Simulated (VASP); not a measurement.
Write the native input for VASP 6.6.1 that does the following.

* Task: single point
* Functional: PBE
* Potentials or basis: VASP PAW PBE potentials, release 64 (Mg, O)
* Cutoff: 600 eV
* k mesh: 16 × 16 × 16
* Occupations: gaussian, width 0.02 eV
* Spin: no spin polarisation
* Dipole correction: no
* Further INCAR settings: ALGO = Normal; EDIFF = 1e-06; NBANDS = 11

The structure of MgO (series) lies in POSCAR:

```
MgO
1.0
    0.0000000000      2.1050000000      2.1050000000
    2.1050000000      0.0000000000      2.1050000000
    2.1050000000      2.1050000000      0.0000000000
Mg O
1 1
Direct
    0.0000000000      0.0000000000      0.0000000000
    0.5000000000      0.5000000000      0.5000000000
```

The input as run:

INCAR

```
SYSTEM = MgO
PREC = Accurate
ENCUT = 600
EDIFF = 1E-6
ISMEAR = 0
SIGMA = 0.02
LREAL = .FALSE.
LASPH = .TRUE.
NELM = 120
ALGO = Normal
ISIF = 2
LWAVE = .FALSE.
LCHARG = .TRUE.
GGA = PE
LELF = .TRUE.
LVHAR = .TRUE.
NBANDS = 11
GGA_COMPAT = .FALSE.
```

KPOINTS

```
regular mesh
0
G
  16 16 16
  0 0 0
```

Potentials or basis: VASP PAW PBE potentials, release 64 (Mg, O).

Launch:

```console
$ cat potpaw_PBE.64/Mg/POTCAR potpaw_PBE.64/O/POTCAR > POTCAR
$ mpirun -np 1 vasp_std > vasp.out
```

It gave:

```
Pressure               : 3.9 GPa
Band gap on the k mesh : 4.74 eV, direct
```

Run time: 67 s on 1 thread of AMD EPYC 7R13, with other jobs on the host, peak memory 0.14 GiB.
